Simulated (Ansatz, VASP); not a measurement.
**Hf: VASP beside Ansatz**

Contents of INCAR:

```
SYSTEM = Hf
PREC = Accurate
ENCUT = 520
EDIFF = 1E-8
ISMEAR = -1
SIGMA = 0.05
LREAL = .False.
LASPH = .True.
NELM = 100
ALGO = Normal
ISIF = 2
LWAVE = .False.
LCHARG = .False.
GGA = PE
LEFG = .True.
NBANDS = 11
```

File KPOINTS:

```
regular mesh
0
Gamma
  14 14 14
  0 0 0
```

POSCAR

```
Hf
1.0
   -1.7508500000      1.8050000000      1.8050000000
    1.8050000000     -1.7508500000      1.8050000000
    1.8050000000      1.8050000000     -1.7508500000
Hf
1
Direct
    0.0000000000      0.0000000000      0.0000000000
```

Input for Ansatz:

```yaml
crystal:
  lattice:
    - [-1.75085, 1.805, 1.805]
    - [1.805, -1.75085, 1.805]
    - [1.805, 1.805, -1.75085]
  atoms:
    - { symbol: Hf, position: [0.0, 0.0, 0.0] }
kpoints:
  mp_grid: { grid: [14, 14, 14] }
scf:
  occupations: { method: fermi_dirac, width: 0.05 }
hamiltonian:
  xc: pbe
  pseudopotentials: { kind: all_electron, datasets: crystal }
output:
  forces: true
  stress: true
  eigenvalues: true
  efg: { contact_densities: true }
```

Change from the starting cell: equal xy, yz and zx shear strains of +3 %, crystal datasets.

Alike in both runs: task electric field gradients; functional PBE; k mesh 14 × 14 × 14; occupations fermi-dirac, width 0.05 eV; no spin polarisation.

|  | VASP | Ansatz |
| --- | --- | --- |
| version | VASP 6.6.1 | Ansatz 0.2.0 |
| potentials or method | VASP PAW PBE potentials, release 64 (Hf_pv), cutoff 520 eV | all-electron PAW with datasets made for the crystal, scalar-relativistic |

|  | VASP | Ansatz | Ansatz less VASP |
| --- | --- | --- | --- |
| pressure (GPa) | -5.2 | -4.8 | +0.37 |
| traceless stress, the component that is largest in VASP (GPa) | -1.48 | -1.50 | -0.014 |
| size of Vzz on the site where it differs most (V/Å²) | 51.8 | 52.8 | +0.96 |

Ansatz ran all-electron here, and VASP with PAW potentials.

Spin-orbit coupling is off throughout.
